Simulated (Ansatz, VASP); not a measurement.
Two plane-wave programs on Al3Pd

```
CELL_PARAMETERS angstrom
-2.32620 2.47902 2.96276
2.32620 -2.47902 2.96276
2.32620 2.47902 -2.96276
ATOMIC_POSITIONS crystal
Al 0.00000 0.00000 0.00000
Al 0.66654 0.66654 0.00000
Al 0.33346 0.33346 0.00000
Pd 0.50000 0.00000 0.50000
```

Alike in both runs: task single point; functional PBE; k mesh 6 × 6 × 6; occupations gaussian, width 0.1 eV; no spin polarisation.

```csv
,VASP,Ansatz
version,VASP 6.6.1,Ansatz 0.2.0
potentials or method,"VASP PAW PBE potentials, release 64 (Al, Pd), cutoff 520 eV","scalar-relativistic, plane waves, PAW"
valence electrons in the cell,19,27
```

```csv
,VASP,Ansatz,Ansatz less VASP
gap on the k mesh at the Fermi level (eV),none,none,-
rms of the force components (eV/Å),0.304,0.306,+0.0023
```

Atom by atom the forces differ by 0.002 eV/Å (rms over components). A gap of «none» marks a metal or a gap that the smearing closes. With one functional, cell and mesh, what is left measures potentials, basis and numerics. VASP's potentials hold 19 valence electrons a cell and Ansatz's 27, so a difference there can come from the potentials and not from the codes.
